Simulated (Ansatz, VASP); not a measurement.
**YF5 in VASP and in Ansatz**

```
CELL_PARAMETERS angstrom
4.86462 0.00000 0.00000
0.00000 4.86462 0.00000
0.00000 0.00000 4.31211
ATOMIC_POSITIONS crystal
Y 0.50000 0.50000 0.00000
F 0.31117 0.00000 0.00000
F 0.68883 0.00000 0.00000
F 0.00000 0.31117 0.00000
F 0.00000 0.68883 0.00000
F 0.50000 0.50000 0.50000
```

Alike in both runs: functional PBE; k mesh 8 × 8 × 10; occupations gaussian, width 0.1 eV; no spin polarisation.

Ansatz relaxed the structure, and its values are those at the end. VASP's run is a single point on that final structure, the one shown.

|  | VASP | Ansatz |
| --- | --- | --- |
| version | VASP 6.6.1 | Ansatz 0.2.0 |
| potentials or method | VASP PAW PBE potentials, release 64 (Y_sv, F), cutoff 520 eV | scalar-relativistic, plane waves, PAW |
| valence electrons in the cell | 46 | 46 |

|  | VASP | Ansatz | Ansatz less VASP |
| --- | --- | --- | --- |
| gap on the k mesh at the Fermi level (eV) | none | none | - |
| pressure (GPa) | -0.2 | 0.0 | +0.23 |
| rms of the force components (eV/Å) | 0.013 | 0.000 | -0.0126 |

A gap of «none» marks a metal or a gap that the smearing closes.
